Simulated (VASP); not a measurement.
Write the native input for VASP 6.6.1 that does the following.

```
Task                   : single point
Functional             : PBE
Potentials or basis    : VASP PAW PBE potentials, release 64 (Co, Ti_sv)
Cutoff                 : 520 eV
k mesh                 : 12 × 12 × 12
Occupations            : methfessel-paxton, width 0.05 eV
Spin                   : collinear spin, ferromagnetic start
Starting moments       : [2.0, 1.0] μB
Dipole correction      : no
Further INCAR settings : ALGO = Normal; EDIFF = 1e-06; NBANDS = 22
```

The structure of TiCo lies in POSCAR:

```
TiCo
1.0
    2.9861109900      0.0000000000      0.0000000000
    0.0000000000      2.9861109900      0.0000000000
    0.0000000000      0.0000000000      2.9861109900
Co Ti
1 1
Direct
    0.5055210000      0.5022710000      0.4966010000
    0.0047930000     -0.0085480000     -0.0036040000
```

These files were run (other wordings do the same):

INCAR

```
PREC = Accurate
ENCUT = 520
EDIFF = 1E-6
ISMEAR = 1
SIGMA = 0.05
LREAL = False
LASPH = True
NELM = 150
ALGO = Normal
ISIF = 2
LWAVE = False
LCHARG = True
ISPIN = 2
MAGMOM = 2 1
LORBIT = 11
LMAXMIX = 4
GGA = PE
LELF = True
LVHAR = True
NBANDS = 22
```

KPOINTS

```
regular mesh
0
Gamma
  12 12 12
```

Potentials or basis: VASP PAW PBE potentials, release 64 (Co, Ti_sv).

Launch:

```bash
$ cat potpaw_PBE.64/Co/POTCAR potpaw_PBE.64/Ti_sv/POTCAR > POTCAR
$ mpirun -np 1 vasp_std > vasp.out
```

Results of the run:

The pressure is -0.7 GPa. The largest force is 0.160 eV/Å and the net moment is 0.87 μB per cell. The site moments are Co +0.93; Ti -0.02 μB and the valence electrons inside the program's atomic spheres are Co 8.29; Ti 10.29.

It took 24 min on 1 thread of Oxide Virtual Turin-like Processor, on a shared host, peak memory 0.76 GiB.
